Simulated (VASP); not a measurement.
## CaS: single point with PBE

Crystal: CaS.

```
CELL_PARAMETERS angstrom
0.00000 2.85237 2.85237
2.85237 0.00000 2.85237
2.85237 2.85237 0.00000
ATOMIC_POSITIONS crystal
Ca 0.00000 0.00000 0.00000
S 0.50000 0.50000 0.50000
```

```json
{"Program": "VASP 6.6.1", "Task": "single point", "Functional": "PBE", "Potentials or basis": "VASP PAW PBE potentials, release 64 (Ca_sv, S)", "Cutoff": "500 eV", "k mesh": "4 × 4 × 4", "Occupations": "gaussian, width 0.1 eV", "Spin": "no spin polarisation"}
```

- Pressure: 0.5 GPa
- Band gap on the k mesh: 2.36 eV, indirect (least direct gap 3.16 eV)

Levels at points of the mesh, in eV from the valence-band top:
```csv
k point,band 4,band 5,band 6,band 7,band 8,band 9,band 10,band 11,band 12,band 13
"(0.00, 0.00, 0.00)",-20.21,-11.31,0.00,0.00,0.00,4.11,4.16,4.16,4.16,4.74
"(0.50, 0.00, 0.00)",-20.22,-10.51,-3.08,-1.15,-1.15,5.20,6.04,6.17,6.17,8.10
"(0.50, 0.50, 0.00)",-20.26,-10.69,-2.27,-0.80,-0.80,2.36,5.58,5.99,6.74,6.76
```

It used 4.5 s of CPU time on 1 thread of Intel(R) Xeon(R) 6975P-C (Granite Rapids) (shared host).

Caveat: the k points lie up to 0.48 Å⁻¹ apart. A k mesh can miss the band edges.
